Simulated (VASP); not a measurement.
# Cu (C2/m) in VASP: single point with PBEsol

Aim: the single point of Cu with PBEsol.

All numbers are computed with VASP 6.6.1; they aren't measurements. Logs are shortened: lines on timing, memory, paths and dates and some standing lists are left out, and cuts for length are marked.

## 1. The cell of the first run

Symmetry: C2/m, No. 12, monoclinic system. The conventional cell has a = 2.752 Å, b = 4.081 Å, c = 12.292 Å, α = 90.00°, β = 95.14°, γ = 90.00°. Cu (site symmetry m) has 11 Cu at 2.06 to 2.89 Å within 2.9 Å. Cu (site symmetry m) has 14 Cu at 2.46 to 2.89 Å within 3.2 Å. Cu (site symmetry m) has 14 Cu at 2.46 to 2.89 Å within 3.2 Å.

## 2. Single point, PBEsol

Contents of INCAR:

```
PREC = Accurate
ENCUT = 520
EDIFF = 1E-6
ISMEAR = 0
SIGMA = 0.15
LREAL = False
LASPH = True
NELM = 100
ALGO = Fast
ISIF = 2
LWAVE = False
LCHARG = False
GGA = PS
NBANDS = 42
```

Contents of KPOINTS:

```
Automatic mesh
0
Gamma
  20 20 4
```

Contents of POSCAR:

```
Cu
1.0
   -1.4427933200     -1.4427933200     -1.3760814500
   -1.4427933200     -1.4427933200      1.3760814500
   -8.6567599200      8.6567599200     -1.1008651600
Cu
6
Direct
    0.4666733333      0.5333266667      0.0833166667
   -0.3666600000      0.3666600000      0.9166500000
    0.3333400000      0.6666600000      0.4166500000
   -0.0999933333      0.0999933333      0.2499833333
    0.2000066667      0.7999933333      0.7499833333
   -0.2333266667      0.2333266667      0.5833166667
```

Potentials or basis: VASP PAW PBE potentials, release 64 (Cu).

Command:

```
> cat potpaw_PBE.64/Cu/POTCAR > POTCAR
> mpirun -np 1 vasp_std > vasp.out
```

OUTCAR:

```text
PREC = Accurate
   ENCUT = 520
   EDIFF = 1E-6
   ISMEAR = 0
   LREAL = False
   LASPH = True
   NELM = 100
   ISIF = 2
   GGA = PS

 ion  position               nearest neighbor table
   1  0.467  0.533  0.083-   2 2.06   4 2.46   4 2.46
   2  0.633  0.367  0.917-   1 2.06   5 2.46   5 2.46
   3  0.333  0.667  0.417-   4 2.46   6 2.46   4 2.46   6 2.46
   4  0.900  0.100  0.250-   1 2.46   1 2.46   3 2.46   3 2.46
   5  0.200  0.800  0.750-   6 2.46   6 2.46   2 2.46   2 2.46
   6  0.767  0.233  0.583-   5 2.46   5 2.46   3 2.46   3 2.46

  LATTYP: Found a base centered monoclinic cell.
 ALAT       =     2.7521629000
 B/A-ratio  =     1.4827740617
 C/A-ratio  =     4.4662702854
 COS(beta)  =    -0.0895601866

  Lattice vectors:

 A1 = (  -1.4427933200,  -1.4427933200,   1.3760814500)
 A2 = (   1.4427933200,   1.4427933200,   1.3760814500)
 A3 = (  -8.6567599200,   8.6567599200,  -1.1008651600)

Analysis of symmetry for initial positions (statically):
=====================================================================
 Subroutine PRICEL returns:
 Original cell was already a primitive cell.

 Routine SETGRP: Setting up the symmetry group for a
 base centered monoclinic supercell.

 Subroutine GETGRP returns: Found  4 space group operations
 (whereof  2 operations were pure point group operations)
 out of a pool of  4 trial point group operations.

The static configuration has the point symmetry C_1h.
 The point group associated with its full space group is C_2h.

Analysis of symmetry for dynamics (positions and initial velocities):
=====================================================================
 Subroutine PRICEL returns:
 Original cell was already a primitive cell.

 Routine SETGRP: Setting up the symmetry group for a
 base centered monoclinic supercell.

 Subroutine GETGRP returns: Found  4 space group operations
 (whereof  2 operations were pure point group operations)
 out of a pool of  4 trial point group operations.

The dynamic configuration has the point symmetry C_1h.
 The point group associated with its full space group is C_2h.

 Subroutine INISYM returns: Found  4 space group operations
 (whereof  2 operations are pure point group operations),
 and found     1 'primitive' translations

----------------------------------------------------------------------------------------

                                     Primitive cell

  volume of cell :      68.7486

  direct lattice vectors                    reciprocal lattice vectors
    -1.442793320 -1.442793320 -1.376081450    -0.150171659 -0.196378323 -0.363350585
    -1.442793320 -1.442793320  1.376081450    -0.196378323 -0.150171659  0.363350585
    -8.656759920  8.656759920 -1.100865160    -0.057758330  0.057758330  0.000000000

  length of vectors
     2.461078074  2.461078074 12.291903381     0.439476530  0.439476530  0.081682614

  position of ions in fractional coordinates (direct lattice)
     0.466673333  0.533326667  0.083316667
     0.633340000  0.366660000  0.916650000
     0.333340000  0.666660000  0.416650000
     0.900006667  0.099993333  0.249983333
     0.200006667  0.799993333  0.749983333
     0.766673333  0.233326667  0.583316667

  ion indices of the primitive-cell ions
   primitive index   ion index
                 1           1
                 2           2
                 3           3
                 4           4
                 5           5
                 6           6

----------------------------------------------------------------------------------------

 KPOINTS: Automatic mesh

Automatic generation of k-mesh.
 Grid dimensions read from file:
 generate k-points for:   20   20    4

 Generating k-lattice:

  Cartesian coordinates                     Fractional coordinates (reciprocal lattice)
    -0.007508583 -0.009818916 -0.018167529     0.050000000 -0.000000000 -0.000000000
    -0.009818916 -0.007508583  0.018167529    -0.000000000  0.050000000  0.000000000
    -0.014439583  0.014439583  0.000000000     0.000000000  0.000000000  0.250000000

  Length of vectors
     0.021973827  0.021973827  0.020420654

  Shift w.r.t. Gamma in fractional coordinates (k-lattice)
     0.000000000  0.000000000  0.000000000

 Subroutine IBZKPT returns following result:
 ===========================================

 Found    432 irreducible k-points:

 Following reciprocal coordinates:
            Coordinates               Weight
  0.000000  0.000000  0.000000      1.000000
  0.050000  0.000000  0.000000      4.000000
  0.100000  0.000000  0.000000      4.000000
  0.150000  0.000000 -0.000000      4.000000
  0.200000  0.000000  0.000000      4.000000
  0.250000  0.000000  0.000000      4.000000
[... 16 lines left out ...]
 -0.400000  0.050000 -0.000000      4.000000
 -0.350000  0.050000 -0.000000      4.000000
 [... further k-points ...]
   k-points           NKPTS =    432   k-points in BZ     NKDIM =    432   number of bands    NBANDS=     42
   number of dos      NEDOS =    301   number of ions     NIONS =      6
   total plane-waves  NPLWV =  31104
   dimension x,y,z NGX =    18 NGY =   18 NGZ =   96
   dimension x,y,z NGXF=    36 NGYF=   36 NGZF=  192
   ions per type =               6
   NGX,Y,Z   is equivalent  to a cutoff of  12.16, 12.16, 12.98 a.u.
   NGXF,Y,Z  is equivalent  to a cutoff of  24.32, 24.32, 25.97 a.u.
 SYSTEM =  unknown system
   PREC   = accura    normal or accurate (medium, high low for compatibility)
   ISTART =      0    job   : 0-new  1-cont  2-samecut
   ICHARG =      2    charge: 1-file 2-atom 10-const
   ISPIN  =      1    spin polarized calculation?
   LNONCOLLINEAR =      F non collinear calculations
   LSORBIT =      F    spin-orbit coupling
   LASPH  =      T    aspherical Exc in radial PAW
   ENCUT  =  520.0 eV  38.22 Ry    6.18 a.u.   4.58  4.58 22.85*2*pi/ulx,y,z
   NELM   =    100;   NELMIN=  2; NELMDL= -5     # of ELM steps
   EDIFF  = 0.1E-05   stopping-criterion for ELM
   LREAL  =      F    real-space projection
   EDIFFG = 0.1E-04   stopping-criterion for IOM
   NSW    =      0    number of steps for IOM
   IBRION =     -1    ionic relax: 0-MD 1-quasi-New 2-CG
   NFREE  =      0    steps in history (QN), initial steepest desc. (CG)
   ISIF   =      2    stress and relaxation
   ISYM   =      2    0-nonsym 1-usesym 2-fastsym
   POTIM  = 0.5000    time-step for ionic-motion
   TEBEG  =    0.0;   TEEND  =   0.0 temperature during run
   PSTRESS=    0.0 pullay stress
   NELECT =      66.0000    total number of electrons
   NUPDOWN=      -1.0000    fix difference up-down
   EMIN   =  10.00;   EMAX   =-10.00  energy-range for DOS
   EFERMI =   0.00;   METHOD = LEGACY
   ISMEAR =     0;   SIGMA  =   0.15  broadening in eV -4-tet -1-fermi 0-gaus
   EFERMI_NEDOS =   21; number of points for ismear=-14 and -15
   IALGO  =     68    algorithm
   IMIX   =      4    mixing-type and parameters
     AMIX     =   0.40;   BMIX     =  1.00
     AMIX_MAG =   1.60;   BMIX_MAG =  1.00
  volume/ion in A,a.u.               =      11.46        77.32
  Fermi-wavevector in a.u.,A,eV,Ry     =   1.614984  3.051878 35.486359  2.608174
  Thomas-Fermi vector in A             =   2.709805
   LORBIT       =      0    0 simple, 1 ext, 2 COOP (PROOUT), +10 PAW based schemes
   GGA     = PS    functional components
   LHFCALC =     F    Hartree Fock is set to
   AEXX    =    0.0000 exact exchange contribution
   IVDW    =     0    specifies the selected vdW correction
   LEPSILON=     F    determine dielectric tensor
   LRPA    =     F    only Hartree local field effects (RPA)
 non-spin polarized calculation
 RMM-DIIS sequential band-by-band and
 Gauss-broadening in eV      SIGMA  =   0.15
  energy-cutoff  :      520.00
  volume of cell :       68.75
 maximum number of plane-waves:      1885
   NGX =  9   NGY =  9   NGZ = 45

 number of electron      65.9999949 magnetization

 Free energy of the ion-electron system (eV)
  ---------------------------------------------------
  ext. energy  EPLUGINS =         0.00000000
  ---------------------------------------------------
  free energy    TOTEN  =       -24.94305205 eV

  energy without entropy =      -24.92078809  energy(sigma->0) =      -24.93192007

 E-fermi :   7.7711     XC(G=0): -13.0741

 val. band max:        7.7682123923   @ k =  -0.2500   0.2500   0.5000
 cond. band min:       7.7730136992   @ k =   0.2000   0.5000   0.2500
 fundamental gap:      0.0048013069
 Fermi energy:         7.7710819532

 k-point     1 :       0.0000    0.0000    0.0000
  band No.  band energies     occupation
      1      -1.8255      2.00000
      2      -0.8029      2.00000
      3      -0.7641      2.00000
      4       1.6721      2.00000
      5       1.7259      2.00000
      6       2.6854      2.00000
[... 34 lines left out ...]
     41      25.3165      0.00000
     42      26.6813      0.00000

 k-point     2 :       0.0500    0.0000    0.0000
  band No.  band energies     occupation
      1      -1.7488      2.00000
      2      -0.7555      2.00000
      3      -0.6654      2.00000
      4       1.7029      2.00000
      5       1.8133      2.00000
      6       2.7307      2.00000
[... 34 lines left out ...]
     41      25.5334      0.00000
     42      25.6178      0.00000

 k-point     3 :       0.1000    0.0000    0.0000
  band No.  band energies     occupation
      1      -1.5203      2.00000
      2      -0.5768      2.00000
      3      -0.4115      2.00000
      4       1.8314      2.00000
      5       2.0265      2.00000
      6       2.8609      2.00000
[... 34 lines left out ...]
     41      23.7895      0.00000
     42      25.0801      0.00000

 k-point     4 :       0.1500    0.0000   -0.0000
  band No.  band energies     occupation
      1      -1.1455      2.00000
      2      -0.2623      2.00000
      3      -0.0239      2.00000
      4       2.0535      2.00000
      5       2.3249      2.00000
      6       3.0582      2.00000
[... 844 lines left out ...]
     41      15.0808      0.00000
     42      16.9199      0.00000

 k-point    23 :      -0.4000    0.0500   -0.0000
  band No.  band energies     occupation
      1       2.3116      2.00000
      2       2.4292      2.00000
      3       2.5232      2.00000
      4       2.7562      2.00000
      5       2.9590      2.00000
      6       3.4164      2.00000
[... 34 lines left out ...]
     41      15.5604      0.00000
     42      16.3519      0.00000

 k-point    24 :      -0.3500    0.0500   -0.0000
  band No.  band energies     occupation
      1       1.7614      2.00000
      2       2.0291      2.00000
      3       2.2851      2.00000
      4       2.7811      2.00000
      5       3.0127      2.00000
      6       3.4524      2.00000
[... 34 lines left out ...]
     41      15.7616      0.00000
     42      17.5545      0.00000

 [... further k-points ...]
[... 5 lines left out ...]
  --------------------------------------------------------------------------------------
  -------------------------------------------------------------------------------------
  Total        2.9806612      2.9806612     -0.9181099     -3.1857060      0.8495577     -0.8495577
  in kB       69.4639642     69.4639642    -21.3964456    -74.2425111     19.7988451    -19.7988436
  external PRESSURE =      39.1771609 kB  Pullay stress =       0.0000000 kB

 VOLUME and BASIS-vectors are now :
 -----------------------------------------------------------------------------
  energy-cutoff  :      520.00
  volume of cell :       68.75
      direct lattice vectors                 reciprocal lattice vectors
    -1.442793320 -1.442793320 -1.376081450    -0.150171659 -0.196378323 -0.363350585
    -1.442793320 -1.442793320  1.376081450    -0.196378323 -0.150171659  0.363350585
    -8.656759920  8.656759920 -1.100865160    -0.057758330  0.057758330  0.000000000

 POSITION                                       TOTAL-FORCE (eV/Angst)
 -----------------------------------------------------------------------------------
     -2.16405     -0.72154      0.00000        -2.055194      2.055194      0.575037
     -9.37801      6.49243     -1.37608         2.055194     -2.055194     -0.575037
     -5.04963      2.16405      0.00000         0.001305     -0.001305      0.000510
     -3.60684      0.72125     -1.37608        -0.044744      0.044744      0.005133
     -7.93522      5.04963     -0.00000         0.044744     -0.044744     -0.005133
     -6.49243      3.60684     -1.37608        -0.001305      0.001305     -0.000510
 -----------------------------------------------------------------------------------
    total drift:                                0.000010     -0.000009      0.000217

  FREE ENERGIE OF THE ION-ELECTRON SYSTEM (eV)
  ---------------------------------------------------
  free  energy   TOTEN  =       -24.9430520533 eV

  energy  without entropy=      -24.9207880905  energy(sigma->0) =      -24.93192007
```

Run time: 28 min. Hardware: 1 thread of Oxide Virtual Turin-like, shared host; peak memory 0.8 GiB.

Results:

```
Free energy            : -24.9431 eV
Pressure               : 3.9 GPa
Largest force          : 2.963 eV/Å
Band gap on the k mesh : zero (bands 33 and 34 overlap by 5.78 eV)
```

Forces in eV/Å, atoms in the order of the input:
```
Cu  -2.055  2.055  0.575
Cu   2.055 -2.055 -0.575
Cu   0.001 -0.001  0.001
Cu  -0.045  0.045  0.005
Cu   0.045 -0.045 -0.005
Cu  -0.001  0.001 -0.001
```

Levels at points of the mesh, in eV from the Fermi level:
```csv
k point,band 29,band 30,band 31,band 32,band 33,band 34,band 35,band 36,band 37,band 38
"(0.00, 0.00, 0.00)",-2.08,-2.07,-2.05,-2.04,-1.68,-1.52,-1.52,-0.92,4.24,9.19
"(0.50, 0.00, 0.00)",-1.56,-1.53,-0.64,-0.18,0.01,0.26,0.36,1.76,3.15,5.12
"(0.50, 0.50, 0.00)",-1.38,-1.27,-0.93,1.37,1.37,4.17,4.48,4.49,4.88,4.89
"(0.00, 0.00, 0.50)",-2.05,-2.04,-1.91,-1.89,-1.85,-1.76,-1.68,-1.39,5.84,5.95
"(0.50, 0.00, 0.50)",-1.46,-1.40,-0.76,-0.25,0.06,0.28,0.34,1.76,3.11,5.04
"(0.50, 0.50, 0.50)",-1.37,-1.32,-0.07,-0.07,3.04,3.04,4.23,4.25,4.98,4.99
```

Caveat: the cell stands under pressure; the PAW data sets were made with another functional, which shifts forces and pressure a little.
